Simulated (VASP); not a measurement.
Input of a VASP 6.6.1 run:

POSCAR

```
Mo
1.0
   -1.5537446571      1.5537446571      1.5537446571
    1.5537446571     -1.5537446571      1.5537446571
    1.5537446571      1.5537446571     -1.5537446571
Mo
1
Direct
    0.0000000000      0.0000000000      0.0000000000
```

The input INCAR.step1:

```
  PREC = Accurate
  ENCUT = 550
  ISMEAR = -1
  SIGMA = 0.1
  LREAL = F
  LASPH = T
  NELM = 120
  NBANDS = 13
  GGA = PE
  ALGO = Normal
  EDIFF = 1E-5
  LWAVE = T
  LCHARG = F
  GGA_COMPAT = F
```

File INCAR.step2:

```
  PREC = Accurate
  ENCUT = 550
  EDIFF = 1E-6
  ISMEAR = -1
  SIGMA = 0.1
  LREAL = F
  LASPH = T
  NELM = 120
  ALGO = Normal
  ISIF = 2
  LWAVE = F
  LCHARG = F
  METAGGA = R2SCAN
  LMIXTAU = T
  NBANDS = 13
  ISTART = 1
  GGA_COMPAT = F
```

File KPOINTS:

```
Automatic mesh
0
Gamma
  15 15 15
```

Potentials or basis: VASP PAW PBE potentials, release 64 (Mo_sv).

Run with:

```sh
$ cat potpaw_PBE.64/Mo_sv/POTCAR > POTCAR
$ cp INCAR.step1 INCAR
$ mpirun -np 1 vasp_std > vasp.out
$ cp INCAR.step2 INCAR
$ mpirun -np 1 vasp_std > vasp.out
```

Problem. Predict the band gap on the k mesh.

Solution. Zero (bands 7 and 8 overlap by 5.57 eV).

Problem. Predict the pressure.

Solution. 13.9 GPa.

Caveat: the cell stands under pressure; the PAW data sets were made with another functional, which shifts forces and pressure a little.
